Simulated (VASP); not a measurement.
Here is a VASP 6.6.1 calculation.

INCAR

```
SYSTEM = TiAl
  PREC = Accurate
  ENCUT = 520
  EDIFF = 1E-6
  ISMEAR = 0
  SIGMA = 0.15
  LREAL = .False.
  LASPH = .True.
  NELM = 80
  ALGO = Fast
  ISIF = 2
  LWAVE = .False.
  LCHARG = .False.
  GGA = PE
  NBANDS = 14
```

Contents of KPOINTS:

```
regular mesh
0
Gamma
  18 18 10
  0 0 0
```

The input POSCAR:

```
TiAl
1.0
    2.7369000000      0.0000000000      0.0000000000
   -1.3684500000      2.3702249276      0.0000000000
    0.0000000000      0.0000000000      5.0203000000
Ti Al
1 1
Direct
    0.0000000000      0.0000000000      0.0000000000
    0.3333333333      0.6666666667      0.5000000000
```

Potentials or basis: VASP PAW PBE potentials, release 64 (Ti_sv, Al).

Run with:

```sh
$ cat potpaw_PBE.64/Ti_sv/POTCAR potpaw_PBE.64/Al/POTCAR > POTCAR
$ mpirun -np 1 vasp_std > vasp.out
```

Problem. What does it give for the pressure?

Solution. 2.9 GPa.

Problem. Predict the band gap on the k mesh.

Solution. Zero (an odd number of electrons rules out a gap without spin polarisation).

Stress tensor (GPa, compression positive):
```
 10.34   0.00   0.00
  0.00  10.34   0.00
  0.00   0.00 -12.12
```

Caveat: the stress differs along the axes, from -12 to 10 GPa.
